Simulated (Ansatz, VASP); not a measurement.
One calculation of ZnS, two programs

The input INCAR:

```
SYSTEM = ZnS
ALGO = Normal ; EDIFF = 1E-6
ENCUT = 520 ; GGA = PE
ISIF = 2 ; ISMEAR = 0
LASPH = .TRUE. ; LCHARG = .TRUE.
LELF = .TRUE. ; LREAL = .FALSE.
LVHAR = .TRUE. ; LWAVE = .FALSE.
NBANDS = 46 ; NELM = 60
PREC = Accurate ; SIGMA = 0.05
```

The input KPOINTS:

```
k-points
0
G
  12 12 2
  0 0 0
```

File POSCAR:

```
ZnS
1.0
    3.9621251482      0.0000000000      0.0000000000
   -1.9810625741      3.3313602246      0.0000000000
    0.0000000000      0.0000000000     12.5902250307
Zn S
4 4
Direct
    0.0000000000      0.0000000000      0.0000503469
    0.0000000000      0.0000000000      0.5000503469
    0.3333333333      0.6666666667      0.2500245139
    0.6666666667      0.3333333333      0.7500245139
    0.0000000000      0.0000000000      0.1872896977
    0.0000000000      0.0000000000      0.6872896977
    0.3333333333      0.6666666667      0.4376354415
    0.6666666667      0.3333333333      0.9376354415
```

Input for Ansatz:

```yaml
crystal:
  lattice:
    - [3.9621251482, 0.0, 0.0]
    - [-1.9810625741, 3.3313602246, 0.0]
    - [0.0, 0.0, 12.5902250307]
  atoms:
    - { symbol: Zn, position: [0.0, 0.0, 5.03469e-05] }
    - { symbol: Zn, position: [0.0, 0.0, 0.5000503469] }
    - { symbol: Zn, position: [0.3333333333, 0.6666666667, 0.2500245139] }
    - { symbol: Zn, position: [0.6666666667, 0.3333333333, 0.7500245139] }
    - { symbol: S, position: [0.0, 0.0, 0.1872896977] }
    - { symbol: S, position: [0.0, 0.0, 0.6872896977] }
    - { symbol: S, position: [0.3333333333, 0.6666666667, 0.4376354415] }
    - { symbol: S, position: [0.6666666667, 0.3333333333, 0.9376354415] }
basis:
  ecutwfc: 420
kpoints:
  mp_grid: { grid: [12, 12, 2] }
hamiltonian:
  xc: pbe
scf:
  occupations: { method: gaussian, width: 0.05 }
output:
  forces: true
  stress: true
  eigenvalues: true
```

Change from the starting cell: strain +0.0300 x Voigt [1, 0, 0, 0, 0, 0], atoms carried along.

Alike in both runs: task single point; functional PBE; k mesh 12 × 12 × 2; occupations gaussian, width 0.05 eV; no spin polarisation.

```csv
,VASP,Ansatz
version,VASP 6.6.1,Ansatz 0.2.0
potentials or method,"VASP PAW PBE potentials, release 64 (Zn, S), cutoff 520 eV","scalar-relativistic, plane waves, PAW"
valence electrons in the cell,72,72
```

```tsv
	VASP	Ansatz	Ansatz less VASP
gap on the k mesh at the Fermi level (eV)	1.89	1.89	-0.002
least direct gap on the mesh (eV)	1.89	1.89	-0.002
pressure (GPa)	-1.7	-1.8	-0.12
traceless stress, the component that is largest in VASP (GPa)	-1.89	-1.88	+0.013
rms of the force components (eV/Å)	0.075	0.074	-0.0014
```

Atom by atom the forces differ by 0.001 eV/Å (rms over components). The functional is the same, so the differences come from potentials, cutoffs and numerics.
